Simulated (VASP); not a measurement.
# Ga2N (C222) in VASP: single point with PBE

Aim: the single point of Ga2N with PBE.

Program: VASP 6.6.1. These are calculated values, not measurements. Logs are shortened: lines on timing, memory, paths and dates and some standing lists are left out, and cuts for length are marked.

### 1 The cell of the first run

Symmetry: C222, No. 21, orthorhombic system. The conventional cell has a = 3.785 Å, b = 5.084 Å, c = 4.359 Å, α = 90.00°, β = 90.00°, γ = 90.00°. Within 2.7 Å of Ga (site symmetry 2) lie 2 N at 2.01 Å and 2 Ga at 2.68 Å. Within 2.7 Å of N (site symmetry 222) lie 4 Ga at 2.01 Å.

### 2 Single point, PBE

POSCAR reads:

```
Ga2N
1.0
    1.8923647364     -2.5422105400      0.0000000000
    1.8923647364      2.5422105400      0.0000000000
    0.0000000000      0.0000000000      4.3587105648
Ga N
2 1
Direct
    0.0000000000      0.5000000000      0.2168940739
    0.5000000000      0.0000000000      0.7831059261
    0.0000000000      0.0000000000      0.5000000000
```

INCAR.step1 reads:

```
SYSTEM = Ga2N
PREC     = Accurate       ! precision mode
ENCUT    = 520            ! plane-wave cutoff, eV
EDIFF    = 1E-6           ! SCF threshold, eV
ISMEAR   = 0              ! smearing method
SIGMA    = 0.1            ! smearing width, eV
LREAL    = .False.        ! projectors in reciprocal space
LASPH    = .True.         ! aspherical terms in the spheres
NELM     = 100            ! most SCF steps
ALGO     = Normal         ! electronic algorithm
ISIF     = 2              ! what is computed and relaxed
LWAVE    = .False.        ! write WAVECAR
LCHARG   = .True.         ! write CHGCAR
GGA      = PE             ! functional
NBANDS   = 22             ! bands
```

KPOINTS.step1 reads:

```
Automatic mesh
0
Gamma
  16 16 10
  0 0 0
```

INCAR.step2 reads:

```
SYSTEM = Ga2N
PREC     = Accurate       ! precision mode
ENCUT    = 520            ! plane-wave cutoff, eV
EDIFF    = 1E-6           ! SCF threshold, eV
ISMEAR   = -5             ! smearing method
SIGMA    = 0.1            ! smearing width, eV
LREAL    = .False.        ! projectors in reciprocal space
LASPH    = .True.         ! aspherical terms in the spheres
NELM     = 100            ! most SCF steps
ALGO     = Normal         ! electronic algorithm
ISIF     = 2              ! what is computed and relaxed
LWAVE    = .False.        ! write WAVECAR
LCHARG   = .False.        ! write CHGCAR
GGA      = PE             ! functional
LORBIT   = 10             ! projections on sites
NBANDS   = 22             ! bands
NEDOS    = 1001           ! points of the DOS
ICHARG   = 11             ! starting density
```

KPOINTS.step2 reads:

```
Automatic mesh
0
Gamma
  24 24 15
  0 0 0
```

Potentials or basis: VASP PAW PBE potentials, release 64 (Ga_d, N).

On the command line:

```bash
cat potpaw_PBE.64/Ga_d/POTCAR potpaw_PBE.64/N/POTCAR > POTCAR
cp INCAR.step1 INCAR
cp KPOINTS.step1 KPOINTS
mpirun -np 1 vasp_std > vasp.out
cp INCAR.step2 INCAR
cp KPOINTS.step2 KPOINTS
mpirun -np 1 vasp_std > vasp.out
```

OUTCAR:

```text
SYSTEM = Ga2N
   PREC = Accurate
   ENCUT = 520
   EDIFF = 1E-6
   ISMEAR = -5
   LREAL = .False.
   LASPH = .True.
   NELM = 100
   ISIF = 2
   GGA = PE
   LORBIT = 10
   ICHARG = 11

 ion  position               nearest neighbor table
   1  0.000  0.500  0.217-   3 2.01   3 2.01   2 2.68   2 2.68
   2  0.500  0.000  0.783-   3 2.01   3 2.01   1 2.68   1 2.68
   3  0.000  0.000  0.500-   1 2.01   2 2.01   1 2.01   2 2.01

  LATTYP: Found a base centered orthorhombic cell.
 ALAT       =     3.7847294728
 B/A-ratio  =     1.3434040971
 C/A-ratio  =     1.1516570989

  Lattice vectors:

 A1 = (   1.8923647364,  -2.5422105400,   0.0000000000)
 A2 = (   1.8923647364,   2.5422105400,   0.0000000000)
 A3 = (   0.0000000000,   0.0000000000,   4.3587105648)

Analysis of symmetry for initial positions (statically):
=====================================================================
 Subroutine PRICEL returns:
 Original cell was already a primitive cell.

 Routine SETGRP: Setting up the symmetry group for a
 base centered orthorhombic supercell.

 Subroutine GETGRP returns: Found  4 space group operations
 (whereof  4 operations were pure point group operations)
 out of a pool of  8 trial point group operations.

The static configuration has the point symmetry D_2 .

Analysis of symmetry for dynamics (positions and initial velocities):
=====================================================================
 Subroutine PRICEL returns:
 Original cell was already a primitive cell.

 Routine SETGRP: Setting up the symmetry group for a
 base centered orthorhombic supercell.

 Subroutine GETGRP returns: Found  4 space group operations
 (whereof  4 operations were pure point group operations)
 out of a pool of  8 trial point group operations.

The dynamic configuration has the point symmetry D_2 .

 Subroutine INISYM returns: Found  4 space group operations
 (whereof  4 operations are pure point group operations),
 and found     1 'primitive' translations

----------------------------------------------------------------------------------------

                                     Primitive cell

  volume of cell :      41.9377

  direct lattice vectors                    reciprocal lattice vectors
     1.892364736 -2.542210540  0.000000000     0.264219677 -0.196679225  0.000000000
     1.892364736  2.542210540  0.000000000     0.264219677  0.196679225  0.000000000
     0.000000000  0.000000000  4.358710565     0.000000000  0.000000000  0.229425649

  length of vectors
     3.169207902  3.169207902  4.358710565     0.329385421  0.329385421  0.229425649

  position of ions in fractional coordinates (direct lattice)
     1.000000000  0.500000000  0.216894074
     0.500000000  1.000000000  0.783105926
     0.000000000  0.000000000  0.500000000

  ion indices of the primitive-cell ions
   primitive index   ion index
                 1           1
                 2           2
                 3           3

----------------------------------------------------------------------------------------

 KPOINTS: Automatic mesh

Automatic generation of k-mesh.
 Grid dimensions read from file:
 generate k-points for:   24   24   15

 Generating k-lattice:

  Cartesian coordinates                     Fractional coordinates (reciprocal lattice)
     0.011009153 -0.008194968  0.000000000     0.041666667 -0.000000000  0.000000000
     0.011009153  0.008194968  0.000000000    -0.000000000  0.041666667  0.000000000
     0.000000000  0.000000000  0.015295043     0.000000000  0.000000000  0.066666667

  Length of vectors
     0.013724393  0.013724393  0.015295043

  Shift w.r.t. Gamma in fractional coordinates (k-lattice)
     0.000000000  0.000000000  0.000000000

 TETIRR: Found  12972 inequivalent tetrahedra from    51840

 Subroutine IBZKPT returns following result:
 ===========================================

 Found   1256 irreducible k-points:

 Following reciprocal coordinates:
            Coordinates               Weight
  0.000000  0.000000  0.000000      1.000000
  0.041667  0.000000  0.000000      4.000000
  0.083333 -0.000000  0.000000      4.000000
  0.125000  0.000000  0.000000      4.000000
  0.166667  0.000000  0.000000      4.000000
  0.208333  0.000000  0.000000      4.000000
[... 16 lines left out ...]
  0.416667  0.041667  0.000000      4.000000
  0.458333  0.041667  0.000000      4.000000
 [... further k-points ...]
   k-points           NKPTS =   1256   k-points in BZ     NKDIM =   1256   number of bands    NBANDS=     22
   number of dos      NEDOS =   1001   number of ions     NIONS =      3
   total plane-waves  NPLWV =  18432
   dimension x,y,z NGX =    24 NGY =   24 NGZ =   32
   dimension x,y,z NGXF=    48 NGYF=   48 NGZF=   64
   ions per type =               2   1
   NGX,Y,Z   is equivalent  to a cutoff of  12.59, 12.59, 12.21 a.u.
   NGXF,Y,Z  is equivalent  to a cutoff of  25.18, 25.18, 24.41 a.u.
 SYSTEM =  Ga2N
   PREC   = accura    normal or accurate (medium, high low for compatibility)
   ISTART =      0    job   : 0-new  1-cont  2-samecut
   ICHARG =     11    charge: 1-file 2-atom 10-const
   ISPIN  =      1    spin polarized calculation?
   LNONCOLLINEAR =      F non collinear calculations
   LSORBIT =      F    spin-orbit coupling
   LASPH  =      T    aspherical Exc in radial PAW
   ENCUT  =  520.0 eV  38.22 Ry    6.18 a.u.   5.89  5.89  8.10*2*pi/ulx,y,z
   NELM   =    100;   NELMIN=  2; NELMDL=  0     # of ELM steps
   EDIFF  = 0.1E-05   stopping-criterion for ELM
   LREAL  =      F    real-space projection
   EDIFFG = 0.1E-04   stopping-criterion for IOM
   NSW    =      0    number of steps for IOM
   IBRION =     -1    ionic relax: 0-MD 1-quasi-New 2-CG
   NFREE  =      0    steps in history (QN), initial steepest desc. (CG)
   ISIF   =      2    stress and relaxation
   ISYM   =      2    0-nonsym 1-usesym 2-fastsym
   POTIM  = 0.5000    time-step for ionic-motion
   TEBEG  =    0.0;   TEEND  =   0.0 temperature during run
   PSTRESS=    0.0 pullay stress
   NELECT =      31.0000    total number of electrons
   NUPDOWN=      -1.0000    fix difference up-down
   EMIN   =  10.00;   EMAX   =-10.00  energy-range for DOS
   EFERMI =   0.00;   METHOD = LEGACY
   ISMEAR =    -5;   SIGMA  =   0.10  broadening in eV -4-tet -1-fermi 0-gaus
   EFERMI_NEDOS =   21; number of points for ismear=-14 and -15
   IALGO  =     38    algorithm
   IMIX   =      4    mixing-type and parameters
     AMIX     =   0.40;   BMIX     =  1.00
     AMIX_MAG =   1.60;   BMIX_MAG =  1.00
  volume/ion in A,a.u.               =      13.98        94.34
  Fermi-wavevector in a.u.,A,eV,Ry     =   1.480223  2.797217 29.811199  2.191061
  Thomas-Fermi vector in A             =   2.594284
   LORBIT       =     10    0 simple, 1 ext, 2 COOP (PROOUT), +10 PAW based schemes
   GGA     = PE    functional components
   LHFCALC =     F    Hartree Fock is set to
   AEXX    =    0.0000 exact exchange contribution
   IVDW    =     0    specifies the selected vdW correction
   LEPSILON=     F    determine dielectric tensor
   LRPA    =     F    only Hartree local field effects (RPA)
 non-spin polarized calculation
 Fermi weights with tetrahedron method with Bloechl corrections
  energy-cutoff  :      520.00
  volume of cell :       41.94
 maximum number of plane-waves:      1151

 number of electron      31.0000044 magnetization

 Free energy of the ion-electron system (eV)
  ---------------------------------------------------
  ext. energy  EPLUGINS =         0.00000000
  ---------------------------------------------------
  free energy    TOTEN  =       -14.08343729 eV

  energy without entropy =      -14.08343729  energy(sigma->0) =      -14.08343729

 E-fermi :   6.1655     XC(G=0): -11.4118

 val. band max:        6.1973948469   @ k =   0.3333   0.0833   0.0000
 cond. band min:       6.1279222261   @ k =   0.2917   0.0417   0.3333
 fundamental gap:     -0.0694726209
 Fermi energy:         6.1654609219

 k-point     1 :       0.0000    0.0000    0.0000
  band No.  band energies     occupation
      1     -10.4714      2.00000
      2      -8.9590      2.00000
      3      -8.8503      2.00000
      4      -8.7954      2.00000
      5      -8.7744      2.00000
      6      -8.7016      2.00000
[... 14 lines left out ...]
     21      16.6515      0.00000
     22      16.6791      0.00000

 k-point     2 :       0.0417    0.0000    0.0000
  band No.  band energies     occupation
      1     -10.4629      2.00000
      2      -8.9580      2.00000
      3      -8.8485      2.00000
      4      -8.7946      2.00000
      5      -8.7740      2.00000
      6      -8.7045      2.00000
[... 14 lines left out ...]
     21      16.5115      0.00000
     22      16.5761      0.00000

 k-point     3 :       0.0833   -0.0000    0.0000
  band No.  band energies     occupation
      1     -10.4379      2.00000
      2      -8.9551      2.00000
      3      -8.8434      2.00000
      4      -8.7931      2.00000
      5      -8.7726      2.00000
      6      -8.7123      2.00000
[... 14 lines left out ...]
     21      16.1555      0.00000
     22      16.3661      0.00000

 k-point     4 :       0.1250    0.0000    0.0000
  band No.  band energies     occupation
      1     -10.3989      2.00000
      2      -8.9502      2.00000
      3      -8.8359      2.00000
      4      -8.7923      2.00000
      5      -8.7698      2.00000
      6      -8.7209      2.00000
[... 14 lines left out ...]
     21      15.7599      0.00000
     22      16.0679      0.00000

 k-point     5 :       0.1667    0.0000    0.0000
  band No.  band energies     occupation
      1     -10.3495      2.00000
      2      -8.9432      2.00000
      3      -8.8278      2.00000
      4      -8.7927      2.00000
      5      -8.7677      2.00000
      6      -8.7251      2.00000
[... 417 lines left out ...]
 k-point    22 :       0.3750    0.0417    0.0000
  band No.  band energies     occupation
      1     -10.0942      2.00000
      2      -8.8732      2.00000
      3      -8.8326      2.00000
      4      -8.7918      2.00000
      5      -8.7479      2.00000
      6      -8.7122      2.00000
[... 14 lines left out ...]
     21      14.3569      0.00000
     22      16.8536      0.00000

 k-point    23 :       0.4167    0.0417    0.0000
  band No.  band energies     occupation
      1     -10.0713      2.00000
      2      -8.8654      2.00000
      3      -8.8390      2.00000
      4      -8.7877      2.00000
      5      -8.7478      2.00000
      6      -8.7095      2.00000
[... 14 lines left out ...]
     21      14.5385      0.00000
     22      16.5924      0.00000

 k-point    24 :       0.4583    0.0417    0.0000
  band No.  band energies     occupation
      1     -10.0587      2.00000
      2      -8.8593      2.00000
      3      -8.8462      2.00000
      4      -8.7877      2.00000
      5      -8.7422      2.00000
      6      -8.7113      2.00000
[... 14 lines left out ...]
     21      14.8045      0.00000
     22      16.3207      0.00000

 [... further k-points ...]

------------------------ aborting loop because EDIFF is reached ----------------------------------------

  FORCE on cell =-STRESS in cart. coord.  units (eV):
  Direction    XX          YY          ZZ          XY          YZ          ZX
  --------------------------------------------------------------------------------------
  -------------------------------------------------------------------------------------
  Total       -0.0476356     -0.0170069      0.0378520      0.0000000      0.0000000      0.0000000
  in kB       -1.8198580     -0.6497284      1.4460876      0.0000000      0.0000000      0.0000000
  external PRESSURE =      -0.3411663 kB  Pullay stress =       0.0000000 kB

 VOLUME and BASIS-vectors are now :
 -----------------------------------------------------------------------------
  energy-cutoff  :      520.00
  volume of cell :       41.94
      direct lattice vectors                 reciprocal lattice vectors
     1.892364736 -2.542210540  0.000000000     0.264219677 -0.196679225  0.000000000
     1.892364736  2.542210540  0.000000000     0.264219677  0.196679225  0.000000000
     0.000000000  0.000000000  4.358710565     0.000000000  0.000000000  0.229425649

 POSITION                                       TOTAL-FORCE (eV/Angst)
 -----------------------------------------------------------------------------------
      0.94618      1.27111      0.94538        -0.000000      0.000000     -0.016616
      0.94618     -1.27111      3.41333         0.000000      0.000000      0.016616
      0.00000      0.00000      2.17936         0.000000      0.000000      0.000000
 -----------------------------------------------------------------------------------
    total drift:                                0.000000     -0.000000     -0.000000

  FREE ENERGIE OF THE ION-ELECTRON SYSTEM (eV)
  ---------------------------------------------------
  free  energy   TOTEN  =       -14.0834372936 eV

  energy  without entropy=      -14.0834372936  energy(sigma->0) =      -14.08343729

 total charge

# of ion       s       p       d       tot
------------------------------------------
    1        0.891   0.713  10.039  11.643
    2        0.891   0.713  10.039  11.643
    3        1.255   2.417   0.000   3.672
--------------------------------------------------
tot          3.038   3.842  20.078  26.958
```

It took 17 min on 1 thread of Intel Xeon 8259CL, shared host; peak memory 1 GiB.

What came out:

```
Valence electrons inside the program's atomic spheres : Ga 11.64; N 3.67
```

Levels at points of the mesh, in eV from the Fermi level:
```csv
k point,band 11,band 12,band 13,band 14,band 15,band 16,band 17,band 18,band 19,band 20
"(0.00, 0.00, 0.00)",-14.62,-7.32,-6.11,-2.75,-2.45,2.44,4.28,5.65,7.78,8.97
"(0.50, 0.00, 0.00)",-13.61,-8.31,-4.69,-3.25,-2.62,-1.59,1.56,4.41,7.20,7.69
"(0.50, 0.50, 0.00)",-13.14,-7.81,-4.62,-3.97,-2.19,-1.47,1.58,2.65,5.03,5.23
```
